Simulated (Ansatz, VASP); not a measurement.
## TaSi5B2 in VASP and in Ansatz

```xyz
8
Lattice="2.9872 0.0000 0.0000 -1.4936 2.5870 0.0000 0.0000 0.0000 13.6059" Properties=species:S:1:pos:R:3 pbc="T T T"
Ta    0.0000    0.0000    0.1730
Si    0.0000    0.0000    3.8100
Si    0.0000    1.7246    5.7356
Si    0.0000    0.0000    9.7144
Si    0.0000    1.7246   11.6570
Si    1.4936    0.8623    7.7528
B     0.0000    1.7246    1.8645
B     1.4936    0.8623    1.8793
```

Alike in both runs: task single point; functional PBE; k mesh 6 × 6 × 2; occupations gaussian, width 0.1 eV; no spin polarisation.

|  | VASP | Ansatz |
| --- | --- | --- |
| version | VASP 6.6.1 | Ansatz 0.2.0 |
| potentials or method | VASP PAW PBE potentials, release 64 (Ta_pv, Si, B), cutoff 500 eV | scalar-relativistic, plane waves, PAW |
| valence electrons in the cell | 37 | 39 |

|  | VASP | Ansatz | Ansatz less VASP |
| --- | --- | --- | --- |
| gap on the k mesh at the Fermi level (eV) | none | none | - |
| pressure (GPa) | 0.2 | 0.2 | -0.07 |
| traceless stress, the component that is largest in VASP (GPa) | 0.19 | 0.20 | +0.005 |
| rms of the force components (eV/Å) | 0.011 | 0.011 | +0.0002 |

Atom by atom the forces differ by 0.008 eV/Å (rms over components). A gap of «none» marks a metal or a gap that the smearing closes. VASP's potentials hold 37 valence electrons a cell and Ansatz's 39, so a difference there can come from the potentials and not from the codes.

The k mesh is coarse, so the values compare programs but aren't converged. Spin-orbit coupling is off throughout.
